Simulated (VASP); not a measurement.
# Si6HC6 in VASP: notebook, part 2 of 2

VASP 6.6.1.

## (4) Single point, PBE+D3(BJ)

This run uses another cell than the first one.

The input, INCAR:

```
SYSTEM = Si6HC6
ALGO = Fast
DIPOL = 0.5 0.5 0.461
EDIFF = 1E-7
ENCUT = 520
GGA = PE
IDIPOL = 3
ISIF = 2
ISMEAR = 0
IVDW = 12
LASPH = .True.
LCHARG = .True.
LDIPOL = .True.
LELF = .True.
LREAL = Auto
LVACPOTAV = .True.
LVHAR = .True.
LWAVE = .False.
NBANDS = 68
NELM = 80
PREC = Accurate
SIGMA = 0.05
```

The input, KPOINTS:

```
k-points
0
Gamma
  3 3 1
  0 0 0
```

The input, POSCAR:

```
Si6HC6
1.0
    6.1499993378      0.0000000000      0.0000000000
   -3.0749996689      5.3260556598      0.0000000000
    0.0000000000      0.0000000000     24.1618351110
C Si H
12 12 2
Direct
    0.5000000000      0.0000000000      0.3311006786
    0.5000000000      0.5000000000      0.3311006786
    0.0000000000      0.0000000000      0.3311006786
    0.0000000000      0.5000000000      0.3311006786
    0.6666666667      0.8333333333      0.4350135935
    0.6666666667      0.3333333333      0.4350135935
    0.1666666667      0.8333333333      0.4350135935
    0.1666666667      0.3333333333      0.4350135935
    0.8332444692      0.6687352868      0.5403671657
    0.8313141226      0.1625289015      0.5402485937
    0.3354756701      0.6686472900      0.5402756275
    0.3322795134      0.1645558830      0.5398259622
    0.1666666667      0.8333333333      0.3570789073
    0.1666666667      0.3333333333      0.3570789073
    0.6666666667      0.8333333333      0.3570789073
    0.6666666667      0.3333333333      0.3570789073
    0.3329141830      0.6654775579      0.4588879915
    0.3337803360      0.1675819708      0.4597915881
    0.8325301343      0.6654867596      0.4589095494
    0.8334727427      0.1669141790      0.4593718859
    0.4992975622      0.4987163510      0.5618003624
    0.4989236842      0.0010479835      0.5662770932
   -0.0001007724      0.4997753506      0.5536564890
    0.0022470439      0.0012438623      0.5663468009
    0.4977005114      0.9977107998      0.6281978155
    1.0005987918      0.9982596280      0.6282300433
```

Potentials or basis: VASP PAW PBE potentials, release 64 (C, Si, H).

Run with:

```sh
cat potpaw_PBE.64/C/POTCAR potpaw_PBE.64/Si/POTCAR potpaw_PBE.64/H/POTCAR > POTCAR
mpirun -np 1 vasp_std > vasp.out
```

OUTCAR:

```text
SYSTEM = Si6HC6
   EDIFF = 1E-7
   ENCUT = 520
   GGA = PE
   ISIF = 2
   ISMEAR = 0
   IVDW = 12
   LASPH = .True.
   LREAL = Auto
   NELM = 80
   PREC = Accurate
 IVDW          = 12

 ion  position               nearest neighbor table
   1  0.500  0.000  0.331-  13 1.88  16 1.88  15 1.88
   2  0.500  0.500  0.331-  14 1.88  15 1.88  16 1.88
   3  0.000  0.000  0.331-  15 1.88  14 1.88  13 1.88
   4  0.000  0.500  0.331-  16 1.88  13 1.88  14 1.88
   5  0.667  0.833  0.435-  19 1.87  17 1.87  20 1.87  15 1.88
   6  0.667  0.333  0.435-  19 1.86  20 1.87  18 1.87  16 1.88
   7  0.167  0.833  0.435-  17 1.87  19 1.87  18 1.88  13 1.88
   8  0.167  0.333  0.435-  17 1.86  20 1.87  18 1.87  14 1.88
   9  0.833  0.669  0.540-  23 1.82  21 1.85  24 1.88  19 1.97
  10  0.831  0.163  0.540-  23 1.83  24 1.88  22 1.88  20 1.95
  11  0.335  0.669  0.540-  23 1.82  21 1.85  22 1.88  17 1.97
  12  0.332  0.165  0.540-  21 1.86  24 1.87  22 1.87  18 1.93
  13  0.167  0.833  0.357-   1 1.88   4 1.88   3 1.88   7 1.88  17 3.04  19 3.04  18 3.05  15 3.07
                            15 3.07  14 3.07  14 3.07  16 3.07  16 3.07
  14  0.167  0.333  0.357-   2 1.88   3 1.88   4 1.88   8 1.88  17 3.03  20 3.04  18 3.05  16 3.07
                            16 3.07  15 3.07  13 3.07  13 3.07  15 3.07
  15  0.667  0.833  0.357-   3 1.88   2 1.88   1 1.88   5 1.88  17 3.03  19 3.04  20 3.04  13 3.07
                            13 3.07  14 3.07  16 3.07  16 3.07  14 3.07
  16  0.667  0.333  0.357-   4 1.88   1 1.88   2 1.88   6 1.88  19 3.03  20 3.04  18 3.05  14 3.07
                            14 3.07  13 3.07  15 3.07  15 3.07  13 3.07
  17  0.333  0.665  0.459-   8 1.86   5 1.87   7 1.87  11 1.97  23 2.90  14 3.03  15 3.03  13 3.04
                            21 3.05  18 3.06  20 3.07  19 3.07  19 3.08  20 3.08  18 3.09
  18  0.334  0.168  0.460-   8 1.87   6 1.87   7 1.88  12 1.93  21 3.03  14 3.05  16 3.05  13 3.05
                            19 3.06  17 3.06  20 3.07  20 3.08  17 3.09  19 3.09  22 3.12  24 3.12
  19  0.833  0.665  0.459-   6 1.86   5 1.87   7 1.87   9 1.97  23 2.90  16 3.03  15 3.04  13 3.04
                            21 3.05  18 3.06  20 3.07  17 3.07  17 3.08  20 3.08  18 3.09
  20  0.833  0.167  0.459-   8 1.87   6 1.87   5 1.87  10 1.95  23 2.89  14 3.04  16 3.04  15 3.04
                            17 3.07  19 3.07  18 3.07  18 3.08  19 3.08  17 3.08  22 3.14  24 3.14
  21  0.499  0.499  0.562-  11 1.85   9 1.85  12 1.86  18 3.03  19 3.05  17 3.05  24 3.06  22 3.06
                            23 3.08  23 3.08  22 3.09  24 3.09
  22  0.499  0.001  0.566-  25 1.50  12 1.87  11 1.88  10 1.88  24 3.06  21 3.06  23 3.09  23 3.09
                            21 3.09  24 3.09  18 3.12  20 3.14
  23  1.000  0.500  0.554-   9 1.82  11 1.82  10 1.83  20 2.89  19 2.90  17 2.90  21 3.08  21 3.08
                            24 3.09  22 3.09  22 3.09  24 3.09
  24  0.002  0.001  0.566-  26 1.50  12 1.87  10 1.88   9 1.88  22 3.06  21 3.06  23 3.09  23 3.09
                            21 3.09  22 3.09  18 3.12  20 3.14
  25  0.498  0.998  0.628-  22 1.50
  26  0.001  0.998  0.628-  24 1.50

  LATTYP: Found a hexagonal cell.
 ALAT       =     6.1499993378
 C/A-ratio  =     3.9287540996

  Lattice vectors:

 A1 = (   6.1499993378,   0.0000000000,   0.0000000000)
 A2 = (  -3.0749996689,   5.3260556598,   0.0000000000)
 A3 = (   0.0000000000,   0.0000000000,  24.1618351110)

Analysis of symmetry for initial positions (statically):
=====================================================================
 Subroutine PRICEL returns:
 Original cell was already a primitive cell.

 Routine SETGRP: Setting up the symmetry group for a
 hexagonal supercell.

 Subroutine GETGRP returns: Found  1 space group operations
 (whereof  1 operations were pure point group operations)
 out of a pool of 24 trial point group operations.

The static configuration has the point symmetry C_1 .

Analysis of symmetry for dynamics (positions and initial velocities):
=====================================================================
 Subroutine PRICEL returns:
[... 135 lines left out ...]
   ENCUT  =  520.0 eV  38.22 Ry    6.18 a.u.  11.43 11.43 44.93*2*pi/ulx,y,z
   NELM   =     80;   NELMIN=  2; NELMDL= -5     # of ELM steps
   EDIFF  = 0.1E-06   stopping-criterion for ELM
   LREAL  =      T    real-space projection
   EDIFFG = 0.1E-05   stopping-criterion for IOM
   NSW    =      0    number of steps for IOM
   IBRION =     -1    ionic relax: 0-MD 1-quasi-New 2-CG
   NFREE  =      0    steps in history (QN), initial steepest desc. (CG)
   ISIF   =      2    stress and relaxation
   ISYM   =      2    0-nonsym 1-usesym 2-fastsym
   POTIM  = 0.5000    time-step for ionic-motion
   TEBEG  =    0.0;   TEEND  =   0.0 temperature during run
   PSTRESS=    0.0 pullay stress
   NELECT =      98.0000    total number of electrons
   NUPDOWN=      -1.0000    fix difference up-down
   EMIN   =  10.00;   EMAX   =-10.00  energy-range for DOS
   EFERMI =   0.00;   METHOD = LEGACY
   ISMEAR =     0;   SIGMA  =   0.05  broadening in eV -4-tet -1-fermi 0-gaus
   EFERMI_NEDOS =   21; number of points for ismear=-14 and -15
   IALGO  =     68    algorithm
   IMIX   =      4    mixing-type and parameters
     AMIX     =   0.40;   BMIX     =  1.00
     AMIX_MAG =   1.60;   BMIX_MAG =  1.00
  volume/ion in A,a.u.               =      30.44       205.42
  Fermi-wavevector in a.u.,A,eV,Ry     =   0.815981  1.541980  9.059095  0.665825
  Thomas-Fermi vector in A             =   1.926167
   LORBIT       =      0    0 simple, 1 ext, 2 COOP (PROOUT), +10 PAW based schemes
   GGA     = PE    functional components
   LHFCALC =     F    Hartree Fock is set to
   AEXX    =    0.0000 exact exchange contribution
   IVDW    =    12    specifies the selected vdW correction
   LEPSILON=     F    determine dielectric tensor
   LRPA    =     F    only Hartree local field effects (RPA)
 non-spin polarized calculation
 RMM-DIIS sequential band-by-band and
 Gauss-broadening in eV      SIGMA  =   0.05
  energy-cutoff  :      520.00
  volume of cell :      791.43
 maximum number of plane-waves:     21365
 NGX is ok and might be reduce to    48
   NGX = 23   NGY = 23   NGZ = 89

 dipolmoment           0.000000      0.000000      0.717643 electrons x Angstroem

 number of electron      97.9999996 magnetization

 dipolmoment           0.000000      0.000000     -0.487703 electrons x Angstroem

 Free energy of the ion-electron system (eV)
  ---------------------------------------------------
  ext. energy  EPLUGINS =         0.00000000
  ---------------------------------------------------
  free energy    TOTEN  =      -174.42034896 eV

  energy without entropy =     -174.37637471  energy(sigma->0) =     -174.39836184

 E-fermi :  -0.7711     XC(G=0):  -4.3486

 val. band max:       -0.7908671148   @ k =   0.3333   0.3333   0.0000
 cond. band min:      -0.7699665977   @ k =   0.3333   0.0000   0.0000
 fundamental gap:      0.0209005171
 Fermi energy:        -0.7711046806

 k-point     1 :       0.0000    0.0000    0.0000
  band No.  band energies     occupation
      1     -17.1582      2.00000
      2     -15.7291      2.00000
      3     -13.9812      2.00000
      4     -13.9199      2.00000
      5     -13.8312      2.00000
      6     -13.5353      2.00000
[... 309 lines left out ...]
     60       3.5461      0.00000
     61       3.6599      0.00000
 [bands above 61 left out]

------------------------ aborting loop because EDIFF is reached ----------------------------------------

 Edisp (eV)   -5.68346

 E8    (eV) :    -2.2013

  FORCE on cell =-STRESS in cart. coord.  units (eV):
  Direction    XX          YY          ZZ          XY          YZ          ZX
  --------------------------------------------------------------------------------------
  -------------------------------------------------------------------------------------
  Total       1.05764     0.87533     1.76714    -0.00575    -0.40464    -0.00047
  in kB       2.14111     1.77204     3.57742    -0.01164    -0.81916    -0.00094
  external pressure =        2.50 kB  Pullay stress =        0.00 kB

 VOLUME and BASIS-vectors are now :
 -----------------------------------------------------------------------------
  energy-cutoff  :      520.00
  volume of cell :      791.43
      direct lattice vectors                 reciprocal lattice vectors
     6.149999338  0.000000000  0.000000000     0.162601644  0.093878103  0.000000000
    -3.074999669  5.326055660  0.000000000     0.000000000  0.187756205  0.000000000
     0.000000000  0.000000000 24.161835111     0.000000000  0.000000000  0.041387585

 POSITION                                       TOTAL-FORCE (eV/Angst)
 -----------------------------------------------------------------------------------
      3.07500      0.00000      8.00000         0.052068     -0.012822      2.161029
      1.53750      2.66303      8.00000        -0.000269      0.101345      2.170860
      0.00000      0.00000      8.00000        -0.051902     -0.013486      2.160688
     -1.53750      2.66303      8.00000         0.000446      0.062719      2.133829
      1.53750      4.43838     10.51073         0.000111     -0.043216      0.999974
      3.07500      1.77535     10.51073        -0.044447     -0.095172      1.004674
[... 18 lines left out ...]
     -0.00710      5.31386     15.17841        -0.001746      0.001330     -0.009818
     -3.06597      5.31679     15.17919        -0.001595      0.000201      0.003841
 -----------------------------------------------------------------------------------
    total drift:                                0.000386      0.021733     -0.026934

  FREE ENERGIE OF THE ION-ELECTRON SYSTEM (eV)
  ---------------------------------------------------
  free  energy   TOTEN  =      -180.1038132528 eV

  energy  without entropy=     -180.0598389998  energy(sigma->0) =     -180.08182613

 vacuum level on the upper side and lower side of the slab         3.235         5.930
```

Run time: 18 min. Hardware: 1 thread of Oxide Virtual Turin-like, shared host; peak memory 0.86 GiB.

Results:

| Quantity | Value |
| --- | --- |
| Free energy | -180.1038 eV |
| Largest force | 3.272 eV/Å |
| Band gap on the k mesh | zero (bands 49 and 50 overlap by 0.02 eV) |
| Dispersion energy per atom | -0.219 eV |

Forces on the atoms (eV/Å):
```
C    0.052 -0.013  2.161
C    0.000  0.101  2.171
C   -0.052 -0.013  2.161
C    0.000  0.063  2.134
C    0.000 -0.043  1.000
C   -0.044 -0.095  1.005
C   -0.004  0.053  0.887
C    0.044 -0.097  0.998
C   -0.007 -0.001 -0.022
C   -0.005 -0.012  0.011
C   -0.001  0.001 -0.010
C    0.002  0.009 -0.021
Si   0.000  0.018 -3.272
Si   0.027  0.012 -3.014
Si   0.000 -0.011 -3.243
Si  -0.027  0.012 -3.013
Si   0.002  0.001  0.014
Si   0.001  0.005 -0.003
Si   0.003  0.001  0.019
Si   0.000 -0.003  0.004
Si   0.008  0.020  0.011
Si   0.030 -0.004  0.025
Si  -0.001  0.012  0.003
Si  -0.026 -0.015  0.000
H   -0.002  0.001 -0.010
H   -0.002  0.000  0.004
```

Caveat: the k points lie up to 0.39 Å⁻¹ apart.

The gap in the log of VASP goes by the Fermi energy; the results here count the filled bands.